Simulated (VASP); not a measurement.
Write the native input for VASP 6.6.1 that does the following.

* Task: relaxation of shape and atoms at fixed volume
* Functional: PBE
* Potentials or basis: VASP PAW PBE potentials, release 64 (Ga_d)
* Cutoff: 600 eV
* k mesh: 20 × 20 × 20
* Occupations: gaussian, width 0.1 eV
* Spin: no spin polarisation
* Dipole correction: no
* Further INCAR settings: ALGO = Fast; EDIFF = 1e-06; IBRION = 2; EDIFFG = -0.01; NSW = 50; ISIF = 4

The structure of Ga lies in POSCAR:

```
Ga
1.0
    2.8038371113      0.0000000000      0.0000000000
    0.0000000000      2.8038371113      0.0000000000
    0.0000000000      0.0000000000      2.8048191977
Ga
1
Direct
    0.5000000000      0.5000000000      0.5000000000
```

This isn't the form of Ga at room conditions, which is orthorhombic.

The input as run:

INCAR

```
PREC = Accurate ; ENCUT = 600
EDIFF = 1E-6 ; ISMEAR = 0
SIGMA = 0.1 ; LREAL = False
LASPH = True ; NELM = 80
ALGO = Fast ; ISIF = 4
LWAVE = False ; LCHARG = False
GGA = PE ; IBRION = 2
NSW = 50 ; EDIFFG = -0.01
```

KPOINTS

```
regular mesh
0
Gamma
  20 20 20
```

Potentials or basis: VASP PAW PBE potentials, release 64 (Ga_d).

Launch:

```bash
$ cat potpaw_PBE.64/Ga_d/POTCAR > POTCAR
$ mpirun -np 1 vasp_std > vasp.out
```

Results of the run:

```yaml
Pressure_after_relaxing: -3.3 GPa
Band_gap_on_the_k_mesh: zero (an odd number of electrons rules out a gap without spin polarisation)
```

Caveat: the relaxation stopped at its first step, so nothing moved.

Wall time 79 s on 1 thread of Intel(R) Xeon(R) 6975P-C (Granite Rapids), on a shared host, peak memory 0.3 GiB.
